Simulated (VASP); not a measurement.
Set up this calculation in VASP 6.6.1, as the native input.

```
Task                   : single point
Functional             : PBE
Potentials or basis    : VASP PAW PBE potentials, release 64 (Yb)
Cutoff                 : 520 eV
k mesh                 : 11 × 11 × 4
Occupations            : fermi-dirac, width 0.08 eV
Spin                   : no spin polarisation
Dipole correction      : no
Further INCAR settings : ALGO = Normal; EDIFF = 1e-06; NBANDS = 43
```

The structure of Yb lies in POSCAR:

```
Yb
1.0
    0.0000000000      2.6115853807     -2.6115853807
   -2.6115853807      0.0000000000      2.6115853807
    5.2231707614      5.2231707614      5.2231707614
Yb
3
Direct
    0.0000000000      0.0000000000      0.0000000000
    0.3333333330      0.6666666670      0.3333333330
    0.6666666670      0.3333333330      0.6666666670
```

The input as run:

INCAR

```
ALGO = Normal ; EDIFF = 1E-6
ENCUT = 520 ; GGA = PE
ISIF = 2 ; ISMEAR = -1
LASPH = T ; LCHARG = F
LREAL = F ; LWAVE = F
NBANDS = 43 ; NELM = 100
PREC = Accurate ; SIGMA = 0.08
```

KPOINTS

```
k-points
0
Gamma
  11 11 4
```

Potentials or basis: VASP PAW PBE potentials, release 64 (Yb).

Command:

```sh
$ cat potpaw_PBE.64/Yb/POTCAR > POTCAR
$ mpirun -np 1 vasp_std > vasp.out
```

It gave:

```
Pressure               : 0.3 GPa
Band gap on the k mesh : zero (bands 36 and 37 overlap by 0.01 eV)
```

Caveat: spin-orbit coupling is left out, which moves the levels of the heavy elements.

Wall time 21 min on 1 thread of Oxide Virtual Turin-like Processor, on a shared host, peak memory 0.34 GiB.
